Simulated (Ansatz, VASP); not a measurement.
MnSi: VASP beside Ansatz

```xyz
2
Lattice="2.9874 0.0000 0.0000 0.0000 2.9874 0.0000 0.0000 0.0000 2.9874" Properties=species:S:1:pos:R:3 pbc="T T T"
Mn    1.4890    1.5304    1.4896
Si   -0.0412    0.0311    0.0057
```

Change from the starting cell: atoms moved at random, drawn with an rms of 0.05 Å.

Alike in both runs: task single point; functional PBE; k mesh 9 × 9 × 9; occupations fermi-dirac, width 0.05 eV; collinear spin.

|  | VASP | Ansatz |
| --- | --- | --- |
| version | VASP 6.6.1 | Ansatz 0.2.0 |
| potentials or method | VASP PAW PBE potentials, release 64 (Mn_pv, Si), cutoff 520 eV | all-electron LAPW, scalar-relativistic |

```csv
,VASP,Ansatz,Ansatz less VASP
gap on the k mesh at the Fermi level (eV),none,none,-
pressure (GPa),-26.0,-26.0,+0.04
"traceless stress, the component that is largest in VASP (GPa)",-0.05,-0.05,+0.001
rms of the force components (eV/Å),0.046,0.046,-0.0004
net moment per atom (μB),0.44,0.44,+0.001
size of the moment on the site where the two differ most (μB),0.96,0.98,+0.022
```

Site moments also hang on the region over which each program counts them. Atom by atom the forces differ by 0.000 eV/Å (rms over components). A gap of «none» marks a metal or a gap that the smearing closes. Ansatz ran all-electron here, and VASP with PAW potentials.
